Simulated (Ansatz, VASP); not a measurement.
SiNi2: VASP beside Ansatz

```
Si Ni
1.0
     3.86846    0.00000    0.00000
    -1.93423    3.35019    0.00000
     0.00000    0.00000    4.91699
Si Ni
2 4
Cartesian
  0.0000 2.2335 3.9218
  1.9342 1.1167 0.9952
  0.0000 0.0000 0.0000
  0.0000 0.0000 2.4585
  0.0000 2.2335 1.4917
  1.9342 1.1167 3.4252
```

Change from the starting cell: mode 4 (122.1 1/cm) frozen in, largest displacement +0.263 Å.

Alike in both runs: task single point; functional PBEsol; k mesh 12 × 12 × 10; occupations gaussian, width 0.15 eV; no spin polarisation.

|  | VASP | Ansatz |
| --- | --- | --- |
| version | VASP 6.6.1 | Ansatz 0.2.0 |
| potentials or method | VASP PAW PBE potentials, release 64 (Si, Ni), cutoff 520 eV | scalar-relativistic, plane waves, PAW |
| valence electrons in the cell | 48 | 80 |

Ansatz gave:

| Quantity | Value |
| --- | --- |
| gap on the k mesh at the Fermi level (eV) | none |
| pressure (GPa) | -0.8 |
| traceless stress, the component that is largest in VASP (GPa) | -1.69 |
| rms of the force components (eV/Å) | 0.292 |

Problem. Estimate VASP's values.

Solution. gap on the k mesh at the Fermi level (eV): none; pressure (GPa): -0.6; traceless stress, the component that is largest in VASP (GPa): -1.77; rms of the force components (eV/Å): 0.285.

VASP's potentials were made for PBE, not for PBEsol. Atom by atom the forces differ by 0.008 eV/Å (rms over components). A gap of «none» marks a metal or a gap that the smearing closes. The functional is the same, so the differences come from potentials, cutoffs and numerics. VASP's potentials hold 48 valence electrons a cell and Ansatz's 80, so a difference there can come from the potentials and not from the codes.
